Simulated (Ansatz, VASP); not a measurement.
# Yb3InC in VASP and in Ansatz

Contents of INCAR:

```
ALGO = Normal
EDIFF = 1E-6
ENCUT = 520
GGA = PE
ISIF = 2
ISMEAR = -1
ISPIN = 2
LASPH = True
LCHARG = False
LMAXMIX = 6
LORBIT = 11
LREAL = False
LWAVE = False
MAGMOM = 1 1 1 0 0
NBANDS = 56
NELM = 150
PREC = Accurate
SIGMA = 0.05
```

The input KPOINTS:

```
k-points
0
Gamma
  5 5 5
```

Contents of POSCAR:

```
Yb3InC
1.0
    5.0967794143      0.0000000000      0.0000000000
    0.0000000000      5.0967794143      0.0000000000
    0.0000000000      0.0000000000      5.0967794143
Yb In C
3 1 1
Direct
    0.0000000000      0.5000000000      0.5000000000
    0.5000000000      0.5000000000      0.0000000000
    0.5000000000      0.0000000000      0.5000000000
    0.0000000000      0.0000000000      0.0000000000
    0.5000000000      0.5000000000      0.5000000000
```

input.yaml

```yaml
crystal:
  lattice:
    - [5.0967794143, 0.0, 0.0]
    - [0.0, 5.0967794143, 0.0]
    - [0.0, 0.0, 5.0967794143]
  atoms:
    - { symbol: Yb, position: [0.0, 0.5, 0.5], spin: 1.0 }
    - { symbol: Yb, position: [0.5, 0.5, 0.0], spin: 1.0 }
    - { symbol: Yb, position: [0.5, 0.0, 0.5], spin: 1.0 }
    - { symbol: In, position: [0.0, 0.0, 0.0] }
    - { symbol: C, position: [0.5, 0.5, 0.5] }
hamiltonian:
  xc: pbe
  pseudopotentials: { kind: paw }
magnetization:
  spin_polarized: true
kpoints:
  mp_grid: { grid: [5, 5, 5] }
scf:
  occupations: { method: fermi_dirac, width: 0.05 }
output:
  forces: true
  stress: true
  eigenvalues: true
```

Alike in both runs: task single point; functional PBE; k mesh 5 × 5 × 5; occupations fermi-dirac, width 0.05 eV; collinear spin.

```csv
,VASP,Ansatz
version,VASP 6.6.1,Ansatz 0.2.0
potentials or method,"VASP PAW PBE potentials, release 64 (Yb, In_d, C)",Ansatz PAW
plane-wave cutoff (eV),520,420
valence electrons in the cell,89,89
```

```csv
,VASP,Ansatz,Ansatz less VASP
gap on the k mesh at the Fermi level (eV),none,none,-
pressure (GPa),-5.0,-4.4,+0.67
net moment per atom (μB),0.06,0.00,-0.061
size of the moment on the site where the two differ most (μB),0.07,0.00,-0.066
```

Site moments also hang on the region over which each program counts them. A gap of «none» marks a metal or a gap that the smearing closes.

Spin-orbit coupling is off throughout.
